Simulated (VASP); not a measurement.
# TaRu (P4/mmm) in VASP: a series of runs

Runs on TaRu. Level: LDA. Tasks: single point.

Everything below comes from runs of VASP 6.6.1. Logs are shortened: lines on timing, memory, paths and dates and some standing lists are left out, and cuts for length are marked.

### Step 1. The cell of the first run

Symmetry: P4/mmm, No. 123, tetragonal system. Conventional cell: a = 3.006 Å, b = 3.006 Å, c = 3.362 Å, α = 90.00°, β = 90.00°, γ = 90.00°. Ta (site symmetry 4/mmm) has 8 Ru at 2.71 Å and 6 Ta at 3.01 to 3.36 Å within 3.6 Å. Ru (site symmetry 4/mmm) has 8 Ta at 2.71 Å and 6 Ru at 3.01 to 3.36 Å within 3.6 Å.

### Step 2. Single point, LDA

File INCAR:

```
PREC = Accurate
ENCUT = 600
EDIFF = 1E-6
ISMEAR = -1
SIGMA = 0.15
LREAL = False
LASPH = True
NELM = 120
ALGO = Normal
ISIF = 2
LWAVE = False
LCHARG = True
GGA = CA
LELF = True
LVHAR = True
NBANDS = 22
GGA_COMPAT = False
```

File KPOINTS:

```
regular mesh
0
Gamma
  14 14 12
```

File POSCAR:

```
TaRu
1.0
    3.0060130840      0.0000000000      0.0000000000
    0.0000000000      3.0060130840      0.0000000000
    0.0000000000      0.0000000000      3.3616253976
Ta Ru
1 1
Direct
    0.5000000000      0.5000000000      0.5000000000
    0.0000000000      0.0000000000      0.0000000000
```

Potentials or basis: VASP PAW LDA potentials, release 64 (Ta_sv_GW, Ru_sv).

The run is started by

```bash
$ cat potpaw_LDA.64/Ta_sv_GW/POTCAR potpaw_LDA.64/Ru_sv/POTCAR > POTCAR
$ mpirun -np 1 vasp_std > vasp.out
```

OUTCAR:

```text
PREC = Accurate
   ENCUT = 600
   EDIFF = 1E-6
   ISMEAR = -1
   LREAL = False
   LASPH = True
   NELM = 120
   ISIF = 2
   GGA = CA

 ion  position               nearest neighbor table
   1  0.500  0.500  0.500-   2 2.71   2 2.71   2 2.71   2 2.71   2 2.71   2 2.71   2 2.71   2 2.71

   2  0.000  0.000  0.000-   1 2.71   1 2.71   1 2.71   1 2.71   1 2.71   1 2.71   1 2.71   1 2.71

  LATTYP: Found a simple tetragonal cell.
 ALAT       =     3.0060130840
 C/A-ratio  =     1.1183003213

  Lattice vectors:

 A1 = (   3.0060130840,   0.0000000000,   0.0000000000)
 A2 = (   0.0000000000,   3.0060130840,   0.0000000000)
 A3 = (   0.0000000000,   0.0000000000,   3.3616253976)

Analysis of symmetry for initial positions (statically):
=====================================================================
 Subroutine PRICEL returns:
 Original cell was already a primitive cell.

 Routine SETGRP: Setting up the symmetry group for a
 simple tetragonal supercell.

 Subroutine GETGRP returns: Found 16 space group operations
 (whereof 16 operations were pure point group operations)
 out of a pool of 16 trial point group operations.

The static configuration has the point symmetry D_4h.

Analysis of symmetry for dynamics (positions and initial velocities):
=====================================================================
 Subroutine PRICEL returns:
 Original cell was already a primitive cell.

 Routine SETGRP: Setting up the symmetry group for a
 simple tetragonal supercell.

 Subroutine GETGRP returns: Found 16 space group operations
 (whereof 16 operations were pure point group operations)
 out of a pool of 16 trial point group operations.

The dynamic configuration has the point symmetry D_4h.

 Subroutine INISYM returns: Found 16 space group operations
 (whereof 16 operations are pure point group operations),
 and found     1 'primitive' translations

----------------------------------------------------------------------------------------

                                     Primitive cell

  volume of cell :      30.3760

  direct lattice vectors                    reciprocal lattice vectors
     3.006013084  0.000000000  0.000000000     0.332666549  0.000000000  0.000000000
     0.000000000  3.006013084  0.000000000     0.000000000  0.332666549  0.000000000
     0.000000000  0.000000000  3.361625398     0.000000000  0.000000000  0.297475144

  length of vectors
     3.006013084  3.006013084  3.361625398     0.332666549  0.332666549  0.297475144

  position of ions in fractional coordinates (direct lattice)
     0.500000000  0.500000000  0.500000000
     0.000000000  0.000000000  0.000000000

  ion indices of the primitive-cell ions
   primitive index   ion index
                 1           1
                 2           2

----------------------------------------------------------------------------------------

 KPOINTS: regular mesh

Automatic generation of k-mesh.
 Grid dimensions read from file:
 generate k-points for:   14   14   12

 Generating k-lattice:

  Cartesian coordinates                     Fractional coordinates (reciprocal lattice)
     0.023761896  0.000000000  0.000000000     0.071428571  0.000000000  0.000000000
     0.000000000  0.023761896  0.000000000     0.000000000  0.071428571  0.000000000
     0.000000000  0.000000000  0.024789595     0.000000000  0.000000000  0.083333333

  Length of vectors
     0.023761896  0.023761896  0.024789595

  Shift w.r.t. Gamma in fractional coordinates (k-lattice)
     0.000000000  0.000000000  0.000000000

 Subroutine IBZKPT returns following result:
 ===========================================

 Found    252 irreducible k-points:

 Following reciprocal coordinates:
            Coordinates               Weight
  0.000000  0.000000  0.000000      1.000000
  0.071429  0.000000  0.000000      4.000000
  0.142857  0.000000  0.000000      4.000000
  0.214286  0.000000  0.000000      4.000000
  0.285714  0.000000  0.000000      4.000000
  0.357143  0.000000  0.000000      4.000000
[... 16 lines left out ...]
  0.285714  0.214286  0.000000      8.000000
  0.357143  0.214286  0.000000      8.000000
 [... further k-points ...]
   k-points           NKPTS =    252   k-points in BZ     NKDIM =    252   number of bands    NBANDS=     22
   number of dos      NEDOS =    301   number of ions     NIONS =      2
   total plane-waves  NPLWV =  16128
   dimension x,y,z NGX =    24 NGY =   24 NGZ =   28
   dimension x,y,z NGXF=    48 NGYF=   48 NGZF=   56
   ions per type =               1   1
   NGX,Y,Z   is equivalent  to a cutoff of  13.27, 13.27, 13.85 a.u.
   NGXF,Y,Z  is equivalent  to a cutoff of  26.55, 26.55, 27.69 a.u.
 SYSTEM =  unknown system
   PREC   = accura    normal or accurate (medium, high low for compatibility)
   ISTART =      0    job   : 0-new  1-cont  2-samecut
   ICHARG =      2    charge: 1-file 2-atom 10-const
   ISPIN  =      1    spin polarized calculation?
   LNONCOLLINEAR =      F non collinear calculations
   LSORBIT =      F    spin-orbit coupling
   LASPH  =      T    aspherical Exc in radial PAW
   ENCUT  =  600.0 eV  44.10 Ry    6.64 a.u.   6.00  6.00  6.71*2*pi/ulx,y,z
   NELM   =    120;   NELMIN=  2; NELMDL= -5     # of ELM steps
   EDIFF  = 0.1E-05   stopping-criterion for ELM
   LREAL  =      F    real-space projection
   EDIFFG = 0.1E-04   stopping-criterion for IOM
   NSW    =      0    number of steps for IOM
   IBRION =     -1    ionic relax: 0-MD 1-quasi-New 2-CG
   NFREE  =      0    steps in history (QN), initial steepest desc. (CG)
   ISIF   =      2    stress and relaxation
   ISYM   =      2    0-nonsym 1-usesym 2-fastsym
   POTIM  = 0.5000    time-step for ionic-motion
   TEBEG  =    0.0;   TEEND  =   0.0 temperature during run
   PSTRESS=    0.0 pullay stress
   NELECT =      29.0000    total number of electrons
   NUPDOWN=      -1.0000    fix difference up-down
   EMIN   =  10.00;   EMAX   =-10.00  energy-range for DOS
   EFERMI =   0.00;   METHOD = LEGACY
   ISMEAR =    -1;   SIGMA  =   0.15  broadening in eV -4-tet -1-fermi 0-gaus
   EFERMI_NEDOS =   21; number of points for ismear=-14 and -15
   IALGO  =     38    algorithm
   IMIX   =      4    mixing-type and parameters
     AMIX     =   0.40;   BMIX     =  1.00
     AMIX_MAG =   1.60;   BMIX_MAG =  1.00
  volume/ion in A,a.u.               =      15.19       102.49
  Fermi-wavevector in a.u.,A,eV,Ry     =   1.611995  3.046230 35.355138  2.598529
  Thomas-Fermi vector in A             =   2.707296
   LORBIT       =      0    0 simple, 1 ext, 2 COOP (PROOUT), +10 PAW based schemes
   GGA     = CA    functional components
   LHFCALC =     F    Hartree Fock is set to
   AEXX    =    0.0000 exact exchange contribution
   IVDW    =     0    specifies the selected vdW correction
   LEPSILON=     F    determine dielectric tensor
   LRPA    =     F    only Hartree local field effects (RPA)
 non-spin polarized calculation
  energy-cutoff  :      600.00
  volume of cell :       30.38
 maximum number of plane-waves:      1040
   NGX = 13   NGY = 13   NGZ = 13

 number of electron      29.0000004 magnetization

 Free energy of the ion-electron system (eV)
  ---------------------------------------------------
  ext. energy  EPLUGINS =         0.00000000
  ---------------------------------------------------
  free energy    TOTEN  =       -26.64215236 eV

  energy without entropy =      -26.50604472  energy(sigma->0) =      -26.57409854

 E-fermi :  13.5571     XC(G=0): -14.0418

 val. band max:       13.5540045860   @ k =   0.4286   0.0000   0.2500
 cond. band min:      13.5637972302   @ k =   0.3571   0.0714   0.3333
 fundamental gap:      0.0097926442
 Fermi energy:        13.5570663468

 k-point     1 :       0.0000    0.0000    0.0000
  band No.  band energies     occupation
      1     -58.9765      2.00000
      2     -54.3735      2.00000
      3     -29.2313      2.00000
      4     -29.1450      2.00000
      5     -29.1450      2.00000
      6     -20.9949      2.00000
[... 14 lines left out ...]
     21      23.3167      0.00000
     22      23.3167      0.00000

 k-point     2 :       0.0714    0.0000    0.0000
  band No.  band energies     occupation
      1     -58.9756      2.00000
      2     -54.3725      2.00000
      3     -29.2295      2.00000
      4     -29.1540      2.00000
      5     -29.1437      2.00000
      6     -20.9949      2.00000
[... 14 lines left out ...]
     21      22.8832      0.00000
     22      23.8170      0.00000

 k-point     3 :       0.1429    0.0000    0.0000
  band No.  band energies     occupation
      1     -58.9730      2.00000
      2     -54.3694      2.00000
      3     -29.2243      2.00000
      4     -29.1794      2.00000
      5     -29.1399      2.00000
      6     -20.9949      2.00000
[... 14 lines left out ...]
     21      22.7118      0.00000
     22      25.0286      0.00000

 k-point     4 :       0.2143    0.0000    0.0000
  band No.  band energies     occupation
      1     -58.9693      2.00000
      2     -54.3650      2.00000
      3     -29.2168      2.00000
      4     -29.2159      2.00000
      5     -29.1346      2.00000
      6     -21.0520      2.00000
[... 14 lines left out ...]
     21      24.3897      0.00000
     22      26.5846      0.00000

 k-point     5 :       0.2857    0.0000    0.0000
  band No.  band energies     occupation
      1     -58.9652      2.00000
      2     -54.3601      2.00000
      3     -29.2561      2.00000
      4     -29.2084      2.00000
      5     -29.1286      2.00000
      6     -21.1771      2.00000
[... 417 lines left out ...]
 k-point    22 :       0.2143    0.2143    0.0000
  band No.  band energies     occupation
      1     -58.9627      2.00000
      2     -54.3556      2.00000
      3     -29.2181      2.00000
      4     -29.2044      2.00000
      5     -29.2031      2.00000
      6     -21.0522      2.00000
[... 14 lines left out ...]
     21      24.1552      0.00000
     22      25.5759      0.00000

 k-point    23 :       0.2857    0.2143    0.0000
  band No.  band energies     occupation
      1     -58.9589      2.00000
      2     -54.3501      2.00000
      3     -29.2549      2.00000
      4     -29.2065      2.00000
      5     -29.1973      2.00000
      6     -21.1485      2.00000
[... 14 lines left out ...]
     21      24.8561      0.00000
     22      26.5807      0.00000

 k-point    24 :       0.3571    0.2143    0.0000
  band No.  band energies     occupation
      1     -58.9554      2.00000
      2     -54.3451      2.00000
      3     -29.2927      2.00000
      4     -29.2046      2.00000
      5     -29.1909      2.00000
      6     -21.2484      2.00000
[... 14 lines left out ...]
     21      25.6565      0.00000
     22      27.8272      0.00000

 [... further k-points ...]
[... 5 lines left out ...]
  --------------------------------------------------------------------------------------
  -------------------------------------------------------------------------------------
  Total        0.1005426      0.1005426      0.0965185      0.0000000      0.0000000      0.0000000
  in kB        5.3030964      5.3030964      5.0908482      0.0000000      0.0000000      0.0000000
  external PRESSURE =       5.2323470 kB  Pullay stress =       0.0000000 kB

 VOLUME and BASIS-vectors are now :
 -----------------------------------------------------------------------------
  energy-cutoff  :      600.00
  volume of cell :       30.38
      direct lattice vectors                 reciprocal lattice vectors
     3.006013084  0.000000000  0.000000000     0.332666549  0.000000000  0.000000000
     0.000000000  3.006013084  0.000000000     0.000000000  0.332666549  0.000000000
     0.000000000  0.000000000  3.361625398     0.000000000  0.000000000  0.297475144

 POSITION                                       TOTAL-FORCE (eV/Angst)
 -----------------------------------------------------------------------------------
      1.50301      1.50301      1.68081         0.000000      0.000000      0.000000
      0.00000      0.00000      0.00000         0.000000      0.000000      0.000000
 -----------------------------------------------------------------------------------
    total drift:                                0.000000      0.000000     -0.000000

  FREE ENERGIE OF THE ION-ELECTRON SYSTEM (eV)
  ---------------------------------------------------
  free  energy   TOTEN  =       -26.6421523648 eV

  energy  without entropy=      -26.5060447239  energy(sigma->0) =      -26.57409854
```

It took 1.9 min on 1 thread of Intel Xeon Platinum 8488C (Sapphire Rapids), shared host; peak memory 0.32 GiB.

What came out:

| Property | Result |
| --- | --- |
| Free energy | -26.6422 eV |
| Pressure | 0.5 GPa |

Caveat: spin-orbit coupling is left out, which moves the levels of the heavy elements.

### Step 3. Single point, LDA (volume scaled by 1.02, then relaxed in part)

INCAR, as its differences from that of step 2:

```diff
@@ -11,6 +11,3 @@
 LWAVE = False
-LCHARG = True
-GGA = CA
-LELF = True
-LVHAR = True
+LCHARG = False
 NBANDS = 22
```

File KPOINTS:

```
Automatic mesh
0
Gamma
  14 14 12
```

File POSCAR:

```
TaRu
1.0
    3.0255796688      0.0000000000      0.0000000000
    0.0000000000      3.0255796688      0.0000000000
    0.0000000000      0.0000000000      3.3846520968
Ta Ru
1 1
Direct
    0.5000000000      0.5000000000      0.5000000000
    0.0000000000      0.0000000000      0.0000000000
```

Potentials or basis: VASP PAW LDA potentials, release 64 (Ta_sv_GW, Ru_sv).

The run is started by

```bash
$ cat potpaw_LDA.64/Ta_sv_GW/POTCAR potpaw_LDA.64/Ru_sv/POTCAR > POTCAR
$ mpirun -np 1 vasp_std > vasp.out
```

It took 4.3 min on 1 thread of AMD EPYC 7R43 (Zen 3), shared host; peak memory 0.28 GiB.

The run converged. Its results:

```
Free energy : -26.6342 eV
Pressure    : -4.9 GPa
```

Levels at points of the mesh, in eV from the Fermi level:
```tsv
k point	band 12	band 13	band 14	band 15	band 16	band 17
(0.00, 0.00, 0.00)	-2.38	-2.38	-1.44	0.42	1.87	4.46
(0.50, 0.00, 0.00)	-2.60	-2.08	-1.95	-1.17	-0.72	0.51
(0.50, 0.50, 0.00)	-4.66	0.36	1.26	1.62	1.62	3.14
(0.00, 0.00, 0.50)	-2.58	-1.77	-1.77	-0.75	0.06	0.88
(0.50, 0.00, 0.50)	-3.45	-0.89	0.65	0.73	0.84	1.06
(0.50, 0.50, 0.50)	-3.27	-2.55	-2.55	-0.34	0.39	3.76
```

Caveat: spin-orbit coupling is left out, which moves the levels of the heavy elements.

### Step 4. Single point, LDA (volume scaled by 0.98, then relaxed in part)

File INCAR:

```
SYSTEM = TaRu
PREC = Accurate
ENCUT = 600
EDIFF = 1E-6
ISMEAR = -1
SIGMA = 0.15
LREAL = .FALSE.
LASPH = .TRUE.
NELM = 120
ALGO = Normal
ISIF = 2
LWAVE = .FALSE.
LCHARG = .FALSE.
NBANDS = 22
GGA_COMPAT = .FALSE.
```

File KPOINTS:

```
Automatic mesh
0
G
  14 14 12
  0 0 0
```

File POSCAR:

```
TaRu
1.0
    2.9862334938      0.0000000000      0.0000000000
    0.0000000000      2.9862334938      0.0000000000
    0.0000000000      0.0000000000      3.3381788451
Ta Ru
1 1
Direct
    0.5000000000      0.5000000000      0.5000000000
    0.0000000000      0.0000000000      0.0000000000
```

The run is started by

```bash
$ cat potpaw_LDA.64/Ta_sv_GW/POTCAR potpaw_LDA.64/Ru_sv/POTCAR > POTCAR
$ mpirun -np 1 vasp_std > vasp.out
```

Wall time 49 s (1 thread of Intel Xeon 6975P-C (Granite Rapids), shared host); peak memory 0.31 GiB.

The run converged. Its results:

```
Free energy : -26.6282 eV
Pressure    : 6.6 GPa
```

Levels at points of the mesh, in eV from the Fermi level:
| k point | band 12 | band 13 | band 14 | band 15 | band 16 | band 17 |
| --- | --- | --- | --- | --- | --- | --- |
| (0.00, 0.00, 0.00) | -2.52 | -2.52 | -1.52 | 0.42 | 1.96 | 4.70 |
| (0.50, 0.00, 0.00) | -2.72 | -2.26 | -2.05 | -1.24 | -0.78 | 0.49 |
| (0.50, 0.50, 0.00) | -4.92 | 0.39 | 1.34 | 1.76 | 1.76 | 3.29 |
| (0.00, 0.00, 0.50) | -2.77 | -1.86 | -1.86 | -0.80 | 0.12 | 0.89 |
| (0.50, 0.00, 0.50) | -3.66 | -0.93 | 0.71 | 0.83 | 0.96 | 1.10 |
| (0.50, 0.50, 0.50) | -3.44 | -2.67 | -2.67 | -0.35 | 0.43 | 3.96 |

Caveat: spin-orbit coupling is left out, which moves the levels of the heavy elements.

### Step 5. The runs side by side

```tsv
cell	gap on the mesh (eV)	pressure (GPa)
a = 3.006, b = 3.006, c = 3.362 Å, 2 atoms	none	0.5
a = 3.026, b = 3.026, c = 3.385 Å, 2 atoms	none	-4.9
a = 2.986, b = 2.986, c = 3.338 Å, 2 atoms	none	6.6
```

Alike in all rows: task single point; level LDA; potentials or basis VASP PAW LDA potentials, release 64 (Ta_sv_GW, Ru_sv); no spin polarisation; k mesh 14 × 14 × 12; cutoff (eV) 600; smearing fermi-dirac 0.15 eV.

Caveats: spin-orbit coupling is left out, which moves the levels of the heavy elements.

Absolute energies hang on the potentials; compare differences alone.
